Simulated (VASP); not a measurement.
# AlP (F-43m) in VASP: further runs, part 2 of 3

VASP 6.6.1.

**3. G0W0 quasiparticle levels, PBE**

POSCAR

```
AlP
1.0
    0.0000000000      2.7315000000      2.7315000000
    2.7315000000      0.0000000000      2.7315000000
    2.7315000000      2.7315000000      0.0000000000
Al P
1 1
Direct
    0.0000000000      0.0000000000      0.0000000000
    0.2500000000      0.2500000000      0.2500000000
```

INCAR.step1

```
PREC = Accurate
ENCUT = 500
EDIFF = 1E-8
ISMEAR = 0
SIGMA = 0.01
LREAL = F
LASPH = T
NELM = 100
ALGO = Normal
LWAVE = T
LCHARG = F
GGA = PE
```

INCAR.step2

```
PREC = Accurate
ENCUT = 500
EDIFF = 1E-8
ISMEAR = 0
SIGMA = 0.01
LREAL = F
LASPH = T
NELM = 1
ALGO = Exact
LWAVE = T
LCHARG = F
GGA = PE
NBANDS = 411
LOPTICS = T
ISTART = 1
```

INCAR.step3

```
PREC = Accurate
ENCUT = 500
EDIFF = 1E-8
ISMEAR = 0
SIGMA = 0.01
LREAL = F
LASPH = T
ALGO = EVGW0
LWAVE = F
LCHARG = F
GGA = PE
NELMGW = 1
NBANDS = 411
ENCUTGW = 180.0
NOMEGA = 48
PRECFOCK = Fast
ISTART = 1
NBANDSGW = 12
```

KPOINTS

```
Automatic mesh
0
Gamma
  2 2 2
```

Potentials or basis: VASP PAW PBE potentials, release 64 (Al_GW, P_GW).

Command:

```
cat potpaw_PBE.64/Al_GW/POTCAR potpaw_PBE.64/P_GW/POTCAR > POTCAR
cp INCAR.step1 INCAR
mpirun -np 1 vasp_std > vasp.out
cp INCAR.step2 INCAR
mpirun -np 1 vasp_std > vasp.out
cp INCAR.step3 INCAR
mpirun -np 1 vasp_std > vasp.out
```

OUTCAR:

```text
PREC = Accurate
   ENCUT = 500
   EDIFF = 1E-8
   ISMEAR = 0
   LREAL = F
   LASPH = T
   GGA = PE
   NELMGW = 1
   ENCUTGW = 180.0
   PRECFOCK = Fast
   ISTART = 1

 ion  position               nearest neighbor table
   1  0.000  0.000  0.000-   2 2.37   2 2.37   2 2.37   2 2.37
   2  0.250  0.250  0.250-   1 2.37   1 2.37   1 2.37   1 2.37

  LATTYP: Found a face centered cubic cell.
 ALAT       =     5.4630000000

  Lattice vectors:

 A1 = (   0.0000000000,   2.7315000000,   2.7315000000)
 A2 = (   2.7315000000,   0.0000000000,   2.7315000000)
 A3 = (   2.7315000000,   2.7315000000,   0.0000000000)

Analysis of symmetry for initial positions (statically):
=====================================================================
 Subroutine PRICEL returns:
 Original cell was already a primitive cell.

 Routine SETGRP: Setting up the symmetry group for a
 face centered cubic supercell.

 Subroutine GETGRP returns: Found 24 space group operations
 (whereof 24 operations were pure point group operations)
 out of a pool of 48 trial point group operations.

The static configuration has the point symmetry T_d .

Analysis of symmetry for dynamics (positions and initial velocities):
=====================================================================
 Subroutine PRICEL returns:
 Original cell was already a primitive cell.

 Routine SETGRP: Setting up the symmetry group for a
 face centered cubic supercell.

 Subroutine GETGRP returns: Found 24 space group operations
 (whereof 24 operations were pure point group operations)
 out of a pool of 48 trial point group operations.

The dynamic configuration has the point symmetry T_d .

 Subroutine INISYM returns: Found 24 space group operations
 (whereof 24 operations are pure point group operations),
 and found     1 'primitive' translations

----------------------------------------------------------------------------------------

                                     Primitive cell

  volume of cell :      40.7599

  direct lattice vectors                    reciprocal lattice vectors
     0.000000000  2.731500000  2.731500000    -0.183049606  0.183049606  0.183049606
     2.731500000  0.000000000  2.731500000     0.183049606 -0.183049606  0.183049606
     2.731500000  2.731500000  0.000000000     0.183049606  0.183049606 -0.183049606

  length of vectors
     3.862924346  3.862924346  3.862924346     0.317051219  0.317051219  0.317051219

  position of ions in fractional coordinates (direct lattice)
     0.000000000  0.000000000  0.000000000
     0.250000000  0.250000000  0.250000000

  ion indices of the primitive-cell ions
   primitive index   ion index
                 1           1
                 2           2

----------------------------------------------------------------------------------------

 KPOINTS: Automatic mesh

Automatic generation of k-mesh.
 Grid dimensions read from file:
 generate k-points for:    2    2    2

 Generating k-lattice:

  Cartesian coordinates                     Fractional coordinates (reciprocal lattice)
    -0.091524803  0.091524803  0.091524803     0.500000000  0.000000000  0.000000000
     0.091524803 -0.091524803  0.091524803     0.000000000  0.500000000  0.000000000
     0.091524803  0.091524803 -0.091524803     0.000000000  0.000000000  0.500000000

  Length of vectors
     0.158525609  0.158525609  0.158525609

  Shift w.r.t. Gamma in fractional coordinates (k-lattice)
     0.000000000  0.000000000  0.000000000

 Subroutine IBZKPT returns following result:
 ===========================================

 Found      3 irreducible k-points:

 Following reciprocal coordinates:
            Coordinates               Weight
  0.000000  0.000000  0.000000      1.000000
  0.500000  0.000000  0.000000      4.000000
  0.500000  0.500000  0.000000      3.000000
   k-points           NKPTS =      3   k-points in BZ     NKDIM =      8   number of bands    NBANDS=    411
   number of dos      NEDOS =    301   number of ions     NIONS =      2
   total plane-waves  NPLWV =  21952
   dimension x,y,z NGX =    28 NGY =   28 NGZ =   28
   dimension x,y,z NGXF=    56 NGYF=   56 NGZF=   56
   ions per type =               1   1
   NGX,Y,Z   is equivalent  to a cutoff of  12.05, 12.05, 12.05 a.u.
   NGXF,Y,Z  is equivalent  to a cutoff of  24.10, 24.10, 24.10 a.u.
 SYSTEM =  unknown system
   PREC   = accura    normal or accurate (medium, high low for compatibility)
   ISTART =      1    job   : 0-new  1-cont  2-samecut
   ICHARG =      0    charge: 1-file 2-atom 10-const
   ISPIN  =      1    spin polarized calculation?
   LNONCOLLINEAR =      F non collinear calculations
   LSORBIT =      F    spin-orbit coupling
   LASPH  =      T    aspherical Exc in radial PAW
   ENCUT  =  500.0 eV  36.75 Ry    6.06 a.u.   7.04  7.04  7.04*2*pi/ulx,y,z
   NELM   =     60;   NELMIN=  2; NELMDL=  0     # of ELM steps
   EDIFF  = 0.1E-07   stopping-criterion for ELM
   LREAL  =      F    real-space projection
   EDIFFG = 0.1E-06   stopping-criterion for IOM
   NSW    =      0    number of steps for IOM
   IBRION =     -1    ionic relax: 0-MD 1-quasi-New 2-CG
   NFREE  =      0    steps in history (QN), initial steepest desc. (CG)
   ISIF   =      0    stress and relaxation
   ISYM   =      3    0-nonsym 1-usesym 2-fastsym
   POTIM  = 0.5000    time-step for ionic-motion
   TEBEG  =    0.0;   TEEND  =   0.0 temperature during run
   PSTRESS=    0.0 pullay stress
   NELECT =       8.0000    total number of electrons
   NUPDOWN=      -1.0000    fix difference up-down
   EMIN   =  10.00;   EMAX   =-10.00  energy-range for DOS
   EFERMI =   0.00;   METHOD = LEGACY
   ISMEAR =     0;   SIGMA  =   0.01  broadening in eV -4-tet -1-fermi 0-gaus
   EFERMI_NEDOS =   21; number of points for ismear=-14 and -15
   IALGO  =     38    algorithm
   IMIX   =      4    mixing-type and parameters
     AMIX     =   0.40;   BMIX     =  1.00
     AMIX_MAG =   1.60;   BMIX_MAG =  1.00
  volume/ion in A,a.u.               =      20.38       137.53
  Fermi-wavevector in a.u.,A,eV,Ry     =   0.951394  1.797873 12.315314  0.905150
  Thomas-Fermi vector in A             =   2.079860
   LORBIT       =      0    0 simple, 1 ext, 2 COOP (PROOUT), +10 PAW based schemes
   GGA     = PE    functional components
   LHFCALC =     T    Hartree Fock is set to
   PRECFOCK=fast      Normal, Fast or Accurate (Low or Medium for compatibility)
   ENCUT4O =  -1.0   cutoff for four orbital integrals eV
   NKREDX  =     1    reduce k-point grid by
   NKREDY  =     1    reduce k-point grid by
   NKREDZ  =     1    reduce k-point grid by
   AEXX    =    1.0000 exact exchange contribution
   HFSCREEN=    0.0000 screening length (either q_TF or 0.3 A-1)
   HFSCREENC=   0.0000 screening length for correlation (either q_TF or 0.3 A-1)
   ENCUTFOCK=  -1.0 apply spherical cutoff to Coloumb kernel
   IVDW    =     0    specifies the selected vdW correction
   LEPSILON=     F    determine dielectric tensor
   LRPA    =     F    only Hartree local field effects (RPA)
   LRPAFORCE           =     F    calculate RPA forces
   ENCUTGW             = 180.0    cutoff for response function in eV
   ENCUTGWSOFT         = 144.0    soft cutoff for Coulomb kernel in GW response function in eV
   ENCUTLF             =  -1.0    cutoff for local field effects
   NELMGW              =     1    number of iterations in solving QP/BSE equation
   NELMHF              =     1    number of iterations in the inner HF iteration
   NKREDLFX            =     1    NKREDLFY  =   1   NKREDLFZ  =   1
 non-spin polarized calculation
 Gauss-broadening in eV      SIGMA  =   0.01
  energy-cutoff  :      500.00
  volume of cell :       40.76
 maximum number of plane-waves:      1056
  NGX = 16; NGY = 16; NGZ = 16
   NGX = 15   NGY = 15   NGZ = 15
 maximum number of plane-waves:       229

 QP shifts <psi_nk| G(iteration)W_0 |psi_nk>: iteration 1
 for sc-GW calculations column KS-energies equals QP-energies in previous step
 and V_xc(KS)=  KS-energies - (<T + V_ion + V_H > + <T+V_H+V_ion>^1  + <V_x>^1)

 k-point   1 :       0.0000    0.0000    0.0000
  band No.  KS-energies  QP-energies   sigma(KS)   V_xc(KS)     V^pw_x(r,r')   Z            occupation Imag(sigma)

      1      -7.3337      -7.9960     -12.0634     -11.0135     -18.2236       0.6308       2.0000       0.9951
      2       4.2085       3.3574     -13.1147     -12.0053     -15.1917       0.7672       2.0000       0.0770
      3       4.2085       3.3574     -13.1147     -12.0053     -15.1917       0.7672       2.0000       0.0770
      4       4.2085       3.3574     -13.1147     -12.0053     -15.1917       0.7672       2.0000       0.0770
      5       7.4593       7.5642      -9.9197     -10.0556      -4.6603       0.7721       0.0000      -0.1150
      6       8.5419       8.6936      -9.3613      -9.5593      -4.3478       0.7665       0.0000      -0.1296
      7       8.5419       8.6936      -9.3613      -9.5593      -4.3478       0.7665       0.0000      -0.1296
      8       8.5419       8.6936      -9.3613      -9.5593      -4.3478       0.7665       0.0000      -0.1296
      9      12.8239      13.1321      -9.4932      -9.8793      -4.0485       0.7983       0.0000      -0.1899
     10      12.8239      13.1321      -9.4932      -9.8793      -4.0485       0.7983       0.0000      -0.1899
     11      14.3338      13.9576      -7.9543      -7.4658      -2.0015       0.7703       0.0000      -0.4852
     12      16.2502      16.0035      -8.0842      -7.7869      -1.9171       0.8294       0.0000      -0.7096

 k-point   2 :       0.5000    0.0000    0.0000
  band No.  KS-energies  QP-energies   sigma(KS)   V_xc(KS)     V^pw_x(r,r')   Z            occupation Imag(sigma)
[... 17 lines left out ...]
      1      -4.8981      -5.7600     -13.3627     -12.1480     -18.5333       0.7096       2.0000       0.8576
      2      -1.2521      -2.2245     -11.5267     -10.2351     -14.5464       0.7528       2.0000       0.1797
      3       2.0252       1.1171     -12.1838     -10.9910     -14.5569       0.7613       2.0000       0.0937
      4       2.0252       1.1171     -12.1838     -10.9910     -14.5569       0.7613       2.0000       0.0937
      5       5.5932       5.4330      -8.2921      -8.0869      -3.6843       0.7809       0.0000      -0.0912
      6       6.4964       6.5079      -8.8698      -8.8844      -4.1873       0.7858       0.0000      -0.0828
      7      15.1262      15.2591      -9.8756     -10.0488      -3.4191       0.7669       0.0000      -0.5817
      8      15.1262      15.2591      -9.8756     -10.0488      -3.4191       0.7669       0.0000      -0.5817
      9      16.1305      16.4668     -10.4199     -10.8607      -4.3956       0.7630       0.0000      -0.3070
     10      16.1305      16.4668     -10.4199     -10.8607      -4.3956       0.7630       0.0000      -0.3070
     11      16.3048      16.4344     -10.5510     -10.7123      -4.2495       0.8040       0.0000      -0.5782
     12      16.8851      17.2470     -10.3334     -10.8131      -4.2278       0.7546       0.0000      -0.3182
```

Run time: 69 s. Hardware: 1 thread of Intel Xeon 8259CL, shared host; peak memory 0.27 GiB.

Results:

```yaml
Band_gap_on_the_k_mesh_mean-field_level: 1.38 eV, indirect (least direct gap 3.25 eV)
Quasiparticle_gap: 2.08 eV
Least_direct_quasiparticle_gap: 4.21 eV
```

Levels at points of the mesh, in eV from the valence-band top:
| k point | band 1 | band 2 | band 3 | band 4 | band 5 | band 6 | band 7 | band 8 |
| --- | --- | --- | --- | --- | --- | --- | --- | --- |
| (0.00, 0.00, 0.00) | -11.54 | 0.00 | 0.00 | 0.00 | 3.25 | 4.33 | 4.33 | 4.33 |
| (0.50, 0.00, 0.00) | -9.80 | -5.67 | -0.80 | -0.80 | 2.67 | 4.60 | 4.60 | 8.17 |
| (0.50, 0.50, 0.00) | -9.11 | -5.46 | -2.18 | -2.18 | 1.38 | 2.29 | 10.92 | 10.92 |

Caveat: the k points lie up to 1.00 Å⁻¹ apart; bands, screening cutoff and mesh are small and nothing is extrapolated, so the quasiparticle values aren't converged.

(Part 2 of 3 ends here.)
